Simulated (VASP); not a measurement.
# KCl (Sylvite) (Fm-3m) in VASP: single point with PBE-based screened hybrid

Aim: the single point of KCl (Sylvite) with PBE-based screened hybrid.

Everything below comes from runs of VASP 6.6.1. Logs are shortened: lines on timing, memory, paths and dates and some standing lists are left out, and cuts for length are marked.

**1. The cell of the first run**

Symmetry: Fm-3m, No. 225, cubic system. The conventional cell has a = 6.293 Å, b = 6.293 Å, c = 6.293 Å, α = 90.00°, β = 90.00°, γ = 90.00°. K (site symmetry m-3m) has 6 Cl at 3.15 Å within 4.1 Å. Within 4.1 Å of Cl (site symmetry m-3m) lie 6 K at 3.15 Å.

**2. Single point, PBE-based screened hybrid**

Contents of POSCAR:

```
KCl
1.0
    0.0000000000      3.1464700000      3.1464700000
    3.1464700000      0.0000000000      3.1464700000
    3.1464700000      3.1464700000      0.0000000000
K Cl
1 1
Direct
    0.0000000000      0.0000000000      0.0000000000
    0.5000000000      0.5000000000      0.5000000000
```

Contents of INCAR.step1:

```
ALGO     = Normal         # electronic algorithm
EDIFF    = 1E-5           # SCF threshold, eV
ENCUT    = 520            # plane-wave cutoff, eV
GGA      = PE             # functional
ISIF     = 2              # what is computed and relaxed
ISMEAR   = -1             # smearing method
LASPH    = True           # aspherical terms in the spheres
LCHARG   = False          # write CHGCAR
LREAL    = False          # projectors in reciprocal space
LWAVE    = True           # write WAVECAR
NBANDS   = 15             # bands
NELM     = 80             # most SCF steps
PREC     = Accurate       # precision mode
SIGMA    = 0.05           # smearing width, eV
```

Contents of INCAR.step2:

```
AEXX     = 0.5            # exact-exchange fraction
ALGO     = Normal         # electronic algorithm
EDIFF    = 1E-6           # SCF threshold, eV
ENCUT    = 520            # plane-wave cutoff, eV
GGA      = PE             # functional
HFSCREEN = 0.2            # screening, 1/A
ISIF     = 2              # what is computed and relaxed
ISMEAR   = -1             # smearing method
ISTART   = 1            
LASPH    = True           # aspherical terms in the spheres
LCHARG   = False          # write CHGCAR
LHFCALC  = True           # exact exchange
LREAL    = False          # projectors in reciprocal space
LWAVE    = False          # write WAVECAR
NBANDS   = 15             # bands
NELM     = 80             # most SCF steps
PREC     = Accurate       # precision mode
PRECFOCK = Normal       
SIGMA    = 0.05           # smearing width, eV
```

Contents of KPOINTS:

```
k-points
0
Gamma
  4 4 4
```

Potentials or basis: VASP PAW PBE potentials, release 64 (K_sv, Cl).

Run with:

```sh
> cat potpaw_PBE.64/K_sv/POTCAR potpaw_PBE.64/Cl/POTCAR > POTCAR
> cp INCAR.step1 INCAR
> mpirun -np 1 vasp_std > vasp.out
> cp INCAR.step2 INCAR
> mpirun -np 1 vasp_std > vasp.out
```

OUTCAR:

```text
AEXX = 0.5
   EDIFF = 1E-6
   ENCUT = 520
   GGA = PE
   HFSCREEN = 0.2
   ISIF = 2
   ISMEAR = -1
   ISTART = 1
   LASPH = True
   LHFCALC = True
   LREAL = False
   NELM = 80
   PREC = Accurate
   PRECFOCK = Normal

 ion  position               nearest neighbor table
   1  0.000  0.000  0.000-   2 3.15   2 3.15   2 3.15   2 3.15   2 3.15   2 3.15
   2  0.500  0.500  0.500-   1 3.15   1 3.15   1 3.15   1 3.15   1 3.15   1 3.15

  LATTYP: Found a face centered cubic cell.
 ALAT       =     6.2929400000

  Lattice vectors:

 A1 = (   0.0000000000,   3.1464700000,   3.1464700000)
 A2 = (   3.1464700000,   0.0000000000,   3.1464700000)
 A3 = (   3.1464700000,   3.1464700000,   0.0000000000)

Analysis of symmetry for initial positions (statically):
=====================================================================
 Subroutine PRICEL returns:
 Original cell was already a primitive cell.

 Routine SETGRP: Setting up the symmetry group for a
 face centered cubic supercell.

 Subroutine GETGRP returns: Found 48 space group operations
 (whereof 48 operations were pure point group operations)
 out of a pool of 48 trial point group operations.

The static configuration has the point symmetry O_h .

Analysis of symmetry for dynamics (positions and initial velocities):
=====================================================================
 Subroutine PRICEL returns:
 Original cell was already a primitive cell.

 Routine SETGRP: Setting up the symmetry group for a
 face centered cubic supercell.

 Subroutine GETGRP returns: Found 48 space group operations
 (whereof 48 operations were pure point group operations)
 out of a pool of 48 trial point group operations.

The dynamic configuration has the point symmetry O_h .

 Subroutine INISYM returns: Found 48 space group operations
 (whereof 48 operations are pure point group operations),
 and found     1 'primitive' translations

----------------------------------------------------------------------------------------

                                     Primitive cell

  volume of cell :      62.3018

  direct lattice vectors                    reciprocal lattice vectors
     0.000000000  3.146470000  3.146470000    -0.158908237  0.158908237  0.158908237
     3.146470000  0.000000000  3.146470000     0.158908237 -0.158908237  0.158908237
     3.146470000  3.146470000  0.000000000     0.158908237  0.158908237 -0.158908237

  length of vectors
[... 82 lines left out ...]
   IALGO  =     38    algorithm
   IMIX   =      1    mixing-type and parameters
     AMIX     =   0.40;   BMIX     =  1.00
     AMIX_MAG =   1.60;   BMIX_MAG =  1.00
  volume/ion in A,a.u.               =      31.15       210.22
  Fermi-wavevector in a.u.,A,eV,Ry     =   1.040594  1.966437 14.732871  1.082835
  Thomas-Fermi vector in A             =   2.175177
   LORBIT       =      0    0 simple, 1 ext, 2 COOP (PROOUT), +10 PAW based schemes
   GGA     = PE    functional components
   LHFCALC =     T    Hartree Fock is set to
   PRECFOCK=normal    Normal, Fast or Accurate (Low or Medium for compatibility)
   ENCUT4O =  -1.0   cutoff for four orbital integrals eV
   NKREDX  =     1    reduce k-point grid by
   NKREDY  =     1    reduce k-point grid by
   NKREDZ  =     1    reduce k-point grid by
   AEXX    =    0.5000 exact exchange contribution
   HFSCREEN=    0.2000 screening length (either q_TF or 0.3 A-1)
   HFSCREENC=   0.2000 screening length for correlation (either q_TF or 0.3 A-1)
   ENCUTFOCK=  -1.0 apply spherical cutoff to Coloumb kernel
   IVDW    =     0    specifies the selected vdW correction
   LEPSILON=     F    determine dielectric tensor
   LRPA    =     F    only Hartree local field effects (RPA)
 non-spin polarized calculation
  energy-cutoff  :      520.00
  volume of cell :       62.30
 maximum number of plane-waves:      1700
 NGX is ok and might be reduce to    36
  NGX = 28; NGY = 28; NGZ = 28

 number of electron      16.0000001 magnetization

 Free energy of the ion-electron system (eV)
  ---------------------------------------------------
  ext. energy  EPLUGINS =         0.00000000
  ---------------------------------------------------
  free energy    TOTEN  =        -8.99897574 eV

  energy without entropy =       -8.99897574  energy(sigma->0) =       -8.99897574

 E-fermi :  -2.6957     XC(G=0):  -5.0583

 val. band max:       -3.8750455622   @ k =   0.0000   0.0000   0.0000
 cond. band min:       4.0120136215   @ k =   0.0000   0.0000   0.0000
 fundamental gap:      7.8870591838
 Fermi energy:        -2.6956738055

 k-point     1 :       0.0000    0.0000    0.0000
  band No.  band energies     occupation
      1     -35.1751      2.00000
      2     -18.2719      2.00000
      3     -15.9286      2.00000
      4     -15.9286      2.00000
      5     -15.9286      2.00000
      6      -3.8750      2.00000
      7      -3.8750      2.00000
      8      -3.8750      2.00000
      9       4.0120      0.00000
     10       7.6292      0.00000
     11       7.6292      0.00000
     12       7.6292      0.00000
     13       8.7732      0.00000
     14       8.7732      0.00000
[... 113 lines left out ...]
      2     -18.2286      2.00000
      3     -16.0327      2.00000
      4     -16.0327      2.00000
      5     -15.8500      2.00000
      6      -4.4006      2.00000
      7      -4.3993      2.00000
      8      -4.3993      2.00000
      9       7.0615      0.00000
     10       7.0615      0.00000
     11       8.6938      0.00000
     12       9.4407      0.00000
     13      11.5387      0.00000
     14      11.7766      0.00000
     15      11.8038      0.00000

------------------------ aborting loop because EDIFF is reached ----------------------------------------

  FORCE on cell =-STRESS in cart. coord.  units (eV):
  Direction    XX          YY          ZZ          XY          YZ          ZX
  --------------------------------------------------------------------------------------
  -------------------------------------------------------------------------------------
  Total        0.0633815      0.0633815      0.0633815      0.0000000      0.0000000     -0.0000000
  in kB        1.6299428      1.6299428      1.6299428      0.0000000      0.0000000     -0.0000000
  external PRESSURE =       1.6299428 kB  Pullay stress =       0.0000000 kB

 VOLUME and BASIS-vectors are now :
 -----------------------------------------------------------------------------
  energy-cutoff  :      520.00
  volume of cell :       62.30
      direct lattice vectors                 reciprocal lattice vectors
     0.000000000  3.146470000  3.146470000    -0.158908237  0.158908237  0.158908237
     3.146470000  0.000000000  3.146470000     0.158908237 -0.158908237  0.158908237
     3.146470000  3.146470000  0.000000000     0.158908237  0.158908237 -0.158908237

 POSITION                                       TOTAL-FORCE (eV/Angst)
 -----------------------------------------------------------------------------------
      0.00000      0.00000      0.00000        -0.000000      0.000000      0.000000
      3.14647      3.14647      3.14647         0.000000     -0.000000     -0.000000
 -----------------------------------------------------------------------------------
    total drift:                                0.000000     -0.000000     -0.000000

  FREE ENERGIE OF THE ION-ELECTRON SYSTEM (eV)
  ---------------------------------------------------
  free  energy   TOTEN  =        -8.9989757375 eV

  energy  without entropy=       -8.9989757375  energy(sigma->0) =       -8.99897574
```

OSZICAR.step1:

```text
N       E                     dE             d eps       ncg     rms          rms(c)
DAV:   1     0.993251343364E+02    0.99325E+02   -0.70602E+03   240   0.954E+02
DAV:   2    -0.751511682671E+00   -0.10008E+03   -0.92584E+02   311   0.232E+02
DAV:   3    -0.686980360546E+01   -0.61183E+01   -0.60837E+01   338   0.511E+01
DAV:   4    -0.709338006644E+01   -0.22358E+00   -0.22352E+00   389   0.862E+00
DAV:   5    -0.709514927856E+01   -0.17692E-02   -0.17692E-02   331   0.860E-01    0.333E+00
DAV:   6    -0.680452180482E+01    0.29063E+00   -0.42292E-01   296   0.327E+00    0.271E+00
DAV:   7    -0.679020367270E+01    0.14318E-01   -0.11470E-01   310   0.185E+00    0.158E+00
DAV:   8    -0.680249061147E+01   -0.12287E-01   -0.16903E-02   315   0.965E-01    0.204E-01
DAV:   9    -0.680301461472E+01   -0.52400E-03   -0.90746E-04   303   0.184E-01    0.104E-01
DAV:  10    -0.680367776448E+01   -0.66315E-03   -0.73056E-04   261   0.165E-01    0.253E-02
DAV:  11    -0.680368064456E+01   -0.28801E-05   -0.22326E-05   325   0.287E-02
   1 F= -.68036806E+01 E0= -.68036806E+01  d E =-.230768E-10
```

It took 14 min on 1 thread of Oxide Virtual Turin-like, shared host; peak memory 0.28 GiB.

Results:

```
Free energy            : -8.9990 eV
Pressure               : 0.2 GPa
Band gap on the k mesh : 7.89 eV, direct
```

Caveat: the k points lie up to 0.43 Å⁻¹ apart; the PAW data sets were made with another functional, which shifts forces and pressure a little.
